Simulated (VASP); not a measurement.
# TePb (Fm-3m) in VASP: further runs

The runs below take TePb through single point, with revPBE+D3(BJ), r2SCAN.

All numbers are computed with VASP 6.6.1; they aren't measurements. Logs are shortened: lines on timing, memory, paths and dates and some standing lists are left out, and cuts for length are marked.

### 1 The cell of the first run

Symmetry: Fm-3m, No. 225, cubic system. The conventional cell has a = 6.496 Å, b = 6.496 Å, c = 6.496 Å, α = 90.00°, β = 90.00°, γ = 90.00°. Pb (site symmetry m-3m) has 6 Te at 3.25 Å within 4.3 Å. Te (site symmetry m-3m) has 6 Pb at 3.25 Å within 4.3 Å.

### 2 Single point, revPBE+D3(BJ)

The input, INCAR:

```
SYSTEM = TePb
PREC = Accurate ; ENCUT = 520
EDIFF = 1E-6 ; ISMEAR = -1
SIGMA = 0.1 ; LREAL = .False.
LASPH = .True. ; NELM = 60
ALGO = Normal ; ISIF = 2
LWAVE = .False. ; LCHARG = .False.
GGA = RE ; IVDW = 12
NBANDS = 17
```

The input, KPOINTS:

```
regular mesh
0
Gamma
  5 5 5
  0 0 0
```

The input, POSCAR:

```
TePb
1.0
    0.0000000000      3.2481500000      3.2481500000
    3.2481500000      0.0000000000      3.2481500000
    3.2481500000      3.2481500000      0.0000000000
Pb Te
1 1
Direct
    0.0000000000      0.0000000000      0.0000000000
    0.5000000000      0.5000000000      0.5000000000
```

Potentials or basis: VASP PAW PBE potentials, release 64 (Pb_d, Te).

Launch:

```bash
$ cat potpaw_PBE.64/Pb_d/POTCAR potpaw_PBE.64/Te/POTCAR > POTCAR
$ mpirun -np 1 vasp_std > vasp.out
```

OUTCAR:

```text
SYSTEM = TePb
   PREC = Accurate
   ENCUT = 520
   EDIFF = 1E-6
   ISMEAR = -1
   LREAL = .False.
   LASPH = .True.
   NELM = 60
   ISIF = 2
   GGA = RE
   IVDW = 12
 IVDW          = 12

 ion  position               nearest neighbor table
   1  0.000  0.000  0.000-   2 3.25   2 3.25   2 3.25   2 3.25   2 3.25   2 3.25
   2  0.500  0.500  0.500-   1 3.25   1 3.25   1 3.25   1 3.25   1 3.25   1 3.25

  LATTYP: Found a face centered cubic cell.
 ALAT       =     6.4963000000

  Lattice vectors:

 A1 = (   0.0000000000,   3.2481500000,   3.2481500000)
 A2 = (   3.2481500000,   0.0000000000,   3.2481500000)
 A3 = (   3.2481500000,   3.2481500000,   0.0000000000)

Analysis of symmetry for initial positions (statically):
=====================================================================
 Subroutine PRICEL returns:
 Original cell was already a primitive cell.

 Routine SETGRP: Setting up the symmetry group for a
 face centered cubic supercell.

 Subroutine GETGRP returns: Found 48 space group operations
 (whereof 48 operations were pure point group operations)
 out of a pool of 48 trial point group operations.

The static configuration has the point symmetry O_h .

Analysis of symmetry for dynamics (positions and initial velocities):
=====================================================================
 Subroutine PRICEL returns:
 Original cell was already a primitive cell.

 Routine SETGRP: Setting up the symmetry group for a
 face centered cubic supercell.

 Subroutine GETGRP returns: Found 48 space group operations
 (whereof 48 operations were pure point group operations)
 out of a pool of 48 trial point group operations.

The dynamic configuration has the point symmetry O_h .

 Subroutine INISYM returns: Found 48 space group operations
 (whereof 48 operations are pure point group operations),
 and found     1 'primitive' translations

----------------------------------------------------------------------------------------

                                     Primitive cell

  volume of cell :      68.5391

  direct lattice vectors                    reciprocal lattice vectors
     0.000000000  3.248150000  3.248150000    -0.153933778  0.153933778  0.153933778
     3.248150000  0.000000000  3.248150000     0.153933778 -0.153933778  0.153933778
     3.248150000  3.248150000  0.000000000     0.153933778  0.153933778 -0.153933778

  length of vectors
     4.593577783  4.593577783  4.593577783     0.266621124  0.266621124  0.266621124

  position of ions in fractional coordinates (direct lattice)
     0.000000000  0.000000000  0.000000000
     0.500000000  0.500000000  0.500000000

  ion indices of the primitive-cell ions
   primitive index   ion index
                 1           1
                 2           2

----------------------------------------------------------------------------------------

 KPOINTS: regular mesh

Automatic generation of k-mesh.
 Grid dimensions read from file:
 generate k-points for:    5    5    5

 Generating k-lattice:

  Cartesian coordinates                     Fractional coordinates (reciprocal lattice)
    -0.030786756  0.030786756  0.030786756     0.200000000  0.000000000  0.000000000
     0.030786756 -0.030786756  0.030786756     0.000000000  0.200000000  0.000000000
     0.030786756  0.030786756 -0.030786756     0.000000000  0.000000000  0.200000000

  Length of vectors
     0.053324225  0.053324225  0.053324225

  Shift w.r.t. Gamma in fractional coordinates (k-lattice)
     0.000000000  0.000000000  0.000000000

 Subroutine IBZKPT returns following result:
 ===========================================

 Found     10 irreducible k-points:

 Following reciprocal coordinates:
            Coordinates               Weight
  0.000000  0.000000  0.000000      1.000000
  0.200000  0.000000  0.000000      8.000000
  0.400000  0.000000  0.000000      8.000000
  0.200000  0.200000  0.000000      6.000000
  0.400000  0.200000  0.000000     24.000000
 -0.400000  0.200000  0.000000     24.000000
 -0.200000  0.200000  0.000000     12.000000
  0.400000  0.400000  0.000000      6.000000
 -0.400000  0.400000  0.000000     12.000000
 -0.400000  0.400000  0.200000     24.000000
   k-points           NKPTS =     10   k-points in BZ     NKDIM =     10   number of bands    NBANDS=     17
   number of dos      NEDOS =    301   number of ions     NIONS =      2
   total plane-waves  NPLWV =  46656
   dimension x,y,z NGX =    36 NGY =   36 NGZ =   36
   dimension x,y,z NGXF=    72 NGYF=   72 NGZF=   72
   ions per type =               1   1
   NGX,Y,Z   is equivalent  to a cutoff of  13.03, 13.03, 13.03 a.u.
   NGXF,Y,Z  is equivalent  to a cutoff of  26.06, 26.06, 26.06 a.u.
 SYSTEM =  TePb
   PREC   = accura    normal or accurate (medium, high low for compatibility)
   ISTART =      0    job   : 0-new  1-cont  2-samecut
   ICHARG =      2    charge: 1-file 2-atom 10-const
   ISPIN  =      1    spin polarized calculation?
   LNONCOLLINEAR =      F non collinear calculations
   LSORBIT =      F    spin-orbit coupling
   LASPH  =      T    aspherical Exc in radial PAW
   ENCUT  =  520.0 eV  38.22 Ry    6.18 a.u.   8.54  8.54  8.54*2*pi/ulx,y,z
   NELM   =     60;   NELMIN=  2; NELMDL= -5     # of ELM steps
   EDIFF  = 0.1E-05   stopping-criterion for ELM
   LREAL  =      F    real-space projection
   EDIFFG = 0.1E-04   stopping-criterion for IOM
   NSW    =      0    number of steps for IOM
   IBRION =     -1    ionic relax: 0-MD 1-quasi-New 2-CG
   NFREE  =      0    steps in history (QN), initial steepest desc. (CG)
   ISIF   =      2    stress and relaxation
   ISYM   =      2    0-nonsym 1-usesym 2-fastsym
   POTIM  = 0.5000    time-step for ionic-motion
   TEBEG  =    0.0;   TEEND  =   0.0 temperature during run
   PSTRESS=    0.0 pullay stress
   NELECT =      20.0000    total number of electrons
   NUPDOWN=      -1.0000    fix difference up-down
   EMIN   =  10.00;   EMAX   =-10.00  energy-range for DOS
   EFERMI =   0.00;   METHOD = LEGACY
   ISMEAR =    -1;   SIGMA  =   0.10  broadening in eV -4-tet -1-fermi 0-gaus
   EFERMI_NEDOS =   21; number of points for ismear=-14 and -15
   IALGO  =     38    algorithm
   IMIX   =      4    mixing-type and parameters
     AMIX     =   0.40;   BMIX     =  1.00
     AMIX_MAG =   1.60;   BMIX_MAG =  1.00
  volume/ion in A,a.u.               =      34.27       231.26
  Fermi-wavevector in a.u.,A,eV,Ry     =   1.085856  2.051970 16.042391  1.179082
  Thomas-Fermi vector in A             =   2.221979
   LORBIT       =      0    0 simple, 1 ext, 2 COOP (PROOUT), +10 PAW based schemes
   GGA     = RE    functional components
   LHFCALC =     F    Hartree Fock is set to
   AEXX    =    0.0000 exact exchange contribution
   IVDW    =    12    specifies the selected vdW correction
   LEPSILON=     F    determine dielectric tensor
   LRPA    =     F    only Hartree local field effects (RPA)
 non-spin polarized calculation
  energy-cutoff  :      520.00
  volume of cell :       68.54
 maximum number of plane-waves:      1862
 NGX is ok and might be reduce to    36
   NGX = 17   NGY = 17   NGZ = 17

 number of electron      20.0000003 magnetization

 Free energy of the ion-electron system (eV)
  ---------------------------------------------------
  ext. energy  EPLUGINS =         0.00000000
  ---------------------------------------------------
  free energy    TOTEN  =        -6.89806577 eV

  energy without entropy =       -6.89748752  energy(sigma->0) =       -6.89777664

 E-fermi :   6.0216     XC(G=0):  -9.1361

 val. band max:        5.3526744826   @ k =  -0.2000   0.2000   0.0000
 cond. band min:       6.6171460757   @ k =   0.4000   0.0000   0.0000
 fundamental gap:      1.2644715931
 Fermi energy:         6.0216442850

 k-point     1 :       0.0000    0.0000    0.0000
  band No.  band energies     occupation
      1     -11.2420      2.00000
      2     -11.2420      2.00000
      3     -11.2365      2.00000
      4     -11.2365      2.00000
      5     -11.2365      2.00000
      6      -6.3683      2.00000
[... 9 lines left out ...]
     16      11.3533      0.00000
     17      13.0087      0.00000

 k-point     2 :       0.2000    0.0000    0.0000
  band No.  band energies     occupation
      1     -11.2465      2.00000
      2     -11.2465      2.00000
      3     -11.2356      2.00000
      4     -11.2313      2.00000
      5     -11.2313      2.00000
      6      -6.0386      2.00000
[... 9 lines left out ...]
     16      12.0591      0.00000
     17      15.0434      0.00000

 k-point     3 :       0.4000    0.0000    0.0000
  band No.  band energies     occupation
      1     -11.2546      2.00000
      2     -11.2546      2.00000
      3     -11.2343      2.00000
      4     -11.2218      2.00000
      5     -11.2218      2.00000
      6      -5.2172      2.00000
[... 9 lines left out ...]
     16      13.9076      0.00000
     17      15.9038      0.00000

 k-point     4 :       0.2000    0.2000    0.0000
  band No.  band energies     occupation
      1     -11.2570      2.00000
      2     -11.2396      2.00000
      3     -11.2384      2.00000
      4     -11.2287      2.00000
      5     -11.2287      2.00000
      6      -5.9320      2.00000
[... 9 lines left out ...]
     16      13.1447      0.00000
     17      13.6994      0.00000

 k-point     5 :       0.4000    0.2000    0.0000
  band No.  band energies     occupation
      1     -11.2686      2.00000
      2     -11.2427      2.00000
      3     -11.2378      2.00000
      4     -11.2232      2.00000
      5     -11.2198      2.00000
      6      -5.2774      2.00000
[... 9 lines left out ...]
     16      14.8391      0.00000
     17      15.4897      0.00000

 k-point     6 :      -0.4000    0.2000    0.0000
  band No.  band energies     occupation
      1     -11.2656      2.00000
      2     -11.2504      2.00000
      3     -11.2308      2.00000
      4     -11.2241      2.00000
      5     -11.2199      2.00000
      6      -4.8413      2.00000
[... 9 lines left out ...]
     16      13.8714      0.00000
     17      16.2909      0.00000

 k-point     7 :      -0.2000    0.2000    0.0000
  band No.  band energies     occupation
      1     -11.2523      2.00000
      2     -11.2518      2.00000
      3     -11.2335      2.00000
      4     -11.2279      2.00000
      5     -11.2247      2.00000
      6      -5.5336      2.00000
[... 9 lines left out ...]
     16      14.1768      0.00000
     17      14.6643      0.00000

 k-point     8 :       0.4000    0.4000    0.0000
  band No.  band energies     occupation
      1     -11.2910      2.00000
      2     -11.2446      2.00000
      3     -11.2327      2.00000
      4     -11.2150      2.00000
      5     -11.2150      2.00000
      6      -4.9625      2.00000
[... 9 lines left out ...]
     16      15.2043      0.00000
     17      16.4555      0.00000

 k-point     9 :      -0.4000    0.4000    0.0000
  band No.  band energies     occupation
      1     -11.2883      2.00000
      2     -11.2399      2.00000
      3     -11.2378      2.00000
      4     -11.2169      2.00000
      5     -11.2147      2.00000
      6      -4.6687      2.00000
[... 9 lines left out ...]
     16      15.0258      0.00000
     17      16.7537      0.00000

 k-point    10 :      -0.4000    0.4000    0.2000
  band No.  band energies     occupation
      1     -11.2780      2.00000
      2     -11.2437      2.00000
      3     -11.2342      2.00000
      4     -11.2240      2.00000
      5     -11.2152      2.00000
      6      -4.7479      2.00000
[... 9 lines left out ...]
     16      15.5946      0.00000
     17      15.6607      0.00000

------------------------ aborting loop because EDIFF is reached ----------------------------------------

 Edisp (eV)   -1.46111

 E8    (eV) :    -1.0688

  FORCE on cell =-STRESS in cart. coord.  units (eV):
  Direction    XX          YY          ZZ          XY          YZ          ZX
  --------------------------------------------------------------------------------------
  -------------------------------------------------------------------------------------
  Total      -0.48294    -0.48294    -0.48294     0.00000    -0.00000     0.00000
  in kB     -11.28928   -11.28928   -11.28928     0.00000    -0.00000     0.00000
  external pressure =      -11.29 kB  Pullay stress =        0.00 kB

 VOLUME and BASIS-vectors are now :
 -----------------------------------------------------------------------------
  energy-cutoff  :      520.00
  volume of cell :       68.54
      direct lattice vectors                 reciprocal lattice vectors
     0.000000000  3.248150000  3.248150000    -0.153933778  0.153933778  0.153933778
     3.248150000  0.000000000  3.248150000     0.153933778 -0.153933778  0.153933778
     3.248150000  3.248150000  0.000000000     0.153933778  0.153933778 -0.153933778

 POSITION                                       TOTAL-FORCE (eV/Angst)
 -----------------------------------------------------------------------------------
      0.00000      0.00000      0.00000         0.000000     -0.000000     -0.000000
      3.24815      3.24815      3.24815        -0.000000      0.000000      0.000000
 -----------------------------------------------------------------------------------
    total drift:                               -0.000000      0.000000      0.000000

  FREE ENERGIE OF THE ION-ELECTRON SYSTEM (eV)
  ---------------------------------------------------
  free  energy   TOTEN  =        -8.3591728281 eV

  energy  without entropy=       -8.3585945744  energy(sigma->0) =       -8.35888370
```

Wall time 11 s (1 thread of Intel Xeon Platinum 8259CL at 2.50GHz (Skylake/Cascade Lake), shared host); peak memory 0.21 GiB.

What came out:

```yaml
Free_energy: -8.3592 eV
Pressure: -1.1 GPa
Dispersion_energy_per_atom: -0.731 eV
```

Caveat: this odd mesh misses L, where the gap lies, so gap, dielectric constants and Born charges aren't listed; the PAW data sets were made with another functional, which shifts forces and pressure a little; spin-orbit coupling is left out, which moves the levels of the heavy elements.

### 3 Single point, r2SCAN

POSCAR is that of step 2.

The input, INCAR.step1:

```
ALGO     = Normal         # electronic algorithm
EDIFF    = 1E-4           # SCF threshold, eV
ENCUT    = 520            # plane-wave cutoff, eV
GGA      = PE             # functional
ISMEAR   = -1             # smearing method
LASPH    = True           # aspherical terms in the spheres
LCHARG   = False          # write CHGCAR
LREAL    = False          # projectors in reciprocal space
LWAVE    = True           # write WAVECAR
NBANDS   = 17             # bands
NELM     = 60             # most SCF steps
PREC     = Accurate       # precision mode
SIGMA    = 0.1            # smearing width, eV
```

The input, INCAR.step2:

```
ALGO     = Normal         # electronic algorithm
EDIFF    = 1E-6           # SCF threshold, eV
ENCUT    = 520            # plane-wave cutoff, eV
ISIF     = 2              # what is computed and relaxed
ISMEAR   = -1             # smearing method
ISTART   = 1            
LASPH    = True           # aspherical terms in the spheres
LCHARG   = False          # write CHGCAR
LMIXTAU  = True         
LREAL    = False          # projectors in reciprocal space
LWAVE    = False          # write WAVECAR
METAGGA  = R2SCAN         # meta-GGA
NBANDS   = 17             # bands
NELM     = 60             # most SCF steps
PREC     = Accurate       # precision mode
SIGMA    = 0.1            # smearing width, eV
```

The input, KPOINTS:

```
k-points
0
Gamma
  5 5 5
```

Potentials or basis: VASP PAW PBE potentials, release 64 (Pb_d, Te).

Launch:

```bash
$ cat potpaw_PBE.64/Pb_d/POTCAR potpaw_PBE.64/Te/POTCAR > POTCAR
$ cp INCAR.step1 INCAR
$ mpirun -np 1 vasp_std > vasp.out
$ cp INCAR.step2 INCAR
$ mpirun -np 1 vasp_std > vasp.out
```

Wall time 48 s (1 thread of Intel Xeon Platinum 8259CL at 2.50GHz (Skylake/Cascade Lake), shared host); peak memory 0.21 GiB.

Results (log left out):

```yaml
Free_energy: -82.7028 eV
Pressure: 0.8 GPa
```

Levels at points of the mesh, in eV from the Fermi level:
```csv
k point,band 6,band 7,band 8,band 9,band 10,band 11,band 12,band 13,band 14,band 15
"(0.00, 0.00, 0.00)",-13.00,-6.29,-2.05,-2.05,-2.05,3.71,3.71,3.71,5.60,5.60
```

Caveat: this odd mesh misses L, where the gap lies, so gap, dielectric constants and Born charges aren't listed; the PAW data sets were made with another functional, which shifts forces and pressure a little; spin-orbit coupling is left out, which moves the levels of the heavy elements.

### 4 Single point, r2SCAN

POSCAR is that of step 3.

The input, INCAR.step1:

```
SYSTEM = TePb
  ALGO = Normal
  EDIFF = 1E-4
  ENCUT = 520
  GGA = PE
  ISMEAR = 0
  LASPH = .True.
  LCHARG = .False.
  LREAL = .False.
  LWAVE = .True.
  NBANDS = 17
  NELM = 80
  PREC = Accurate
  SIGMA = 0.001
```

The input, INCAR.step2:

```
SYSTEM = TePb
  ALGO = Normal
  EDIFF = 1E-6
  ENCUT = 520
  ISIF = 2
  ISMEAR = 0
  ISTART = 1
  LASPH = .True.
  LCHARG = .True.
  LELF = .True.
  LMIXTAU = .True.
  LREAL = .False.
  LVHAR = .True.
  LWAVE = .False.
  METAGGA = R2SCAN
  NBANDS = 17
  NELM = 80
  PREC = Accurate
  SIGMA = 0.001
```

The input, KPOINTS:

```
k-points
0
Gamma
  5 5 5
  0 0 0
```

Launch:

```bash
$ cat potpaw_PBE.64/Pb_d/POTCAR potpaw_PBE.64/Te/POTCAR > POTCAR
$ cp INCAR.step1 INCAR
$ mpirun -np 1 vasp_std > vasp.out
$ cp INCAR.step2 INCAR
$ mpirun -np 1 vasp_std > vasp.out
```

Run time: 51 s. Hardware: 1 thread of Intel Xeon Platinum 8259CL at 2.50GHz (Skylake/Cascade Lake), shared host; peak memory 0.22 GiB.

The run converged. Its results:

```
Free energy : -82.7028 eV
Pressure    : 0.8 GPa
```

Levels at points of the mesh, in eV from the Fermi level:
```csv
k point,band 6,band 7,band 8,band 9,band 10,band 11,band 12,band 13,band 14,band 15
"(0.00, 0.00, 0.00)",-12.25,-5.54,-1.30,-1.30,-1.30,4.47,4.47,4.47,6.35,6.35
```

Caveat: this odd mesh misses L, where the gap lies, so gap, dielectric constants and Born charges aren't listed; the PAW data sets were made with another functional, which shifts forces and pressure a little; spin-orbit coupling is left out, which moves the levels of the heavy elements.

[end of part 1 of 2]
